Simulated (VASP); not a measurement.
Here is a VASP 6.6.1 calculation.

Contents of INCAR:

```
ALGO = Normal
EDIFF = 1E-8
ENCUT = 600
GGA = PS
IBRION = 6
ISIF = 3
ISMEAR = -1
LASPH = True
LCHARG = False
LREAL = False
LWAVE = False
NELM = 60
NFREE = 2
NSW = 1
POTIM = 0.015
PREC = Accurate
SIGMA = 0.05
```

KPOINTS

```
k-points
0
Gamma
  8 6 6
```

Contents of POSCAR:

```
TiAl3
1.0
    2.8396770000      0.0000000000      0.0000000000
    0.0000000000      4.6812640000      0.0000000000
    0.0000000000      0.0000000000      4.9007420000
Ti Al
1 3
Direct
    0.0000000000      0.5000000000      0.1659160000
    0.0000000000      0.0000000000      0.8359000000
    0.5000000000      0.0000000000      0.3309120000
    0.5000000000      0.5000000000      0.6672710000
```

Potentials or basis: VASP PAW PBE potentials, release 64 (Ti_sv, Al).

Command:

```sh
$ cat potpaw_PBE.64/Ti_sv/POTCAR potpaw_PBE.64/Al/POTCAR > POTCAR
$ mpirun -np 1 vasp_std > vasp.out
```

Question: What does it give for the Voigt bulk modulus?

Answer: 97 GPa.

Question: What does it give for the highest phonon frequency at Γ?

Answer: 325 cm⁻¹.

Elastic tensor in Voigt notation (GPa, in the Cartesian axes of the cell as first typed):
```
139  85  71   0   0   0
 85 148  45   0   0   0
 71  45 184   0   0   0
  0   0   0  62   0   0
  0   0   0   0  62   0
  0   0   0   0   0  68
```

Caveat: the cell is under stress, which shifts elastic constants; the PAW data sets were made with another functional, which shifts forces and pressure a little.
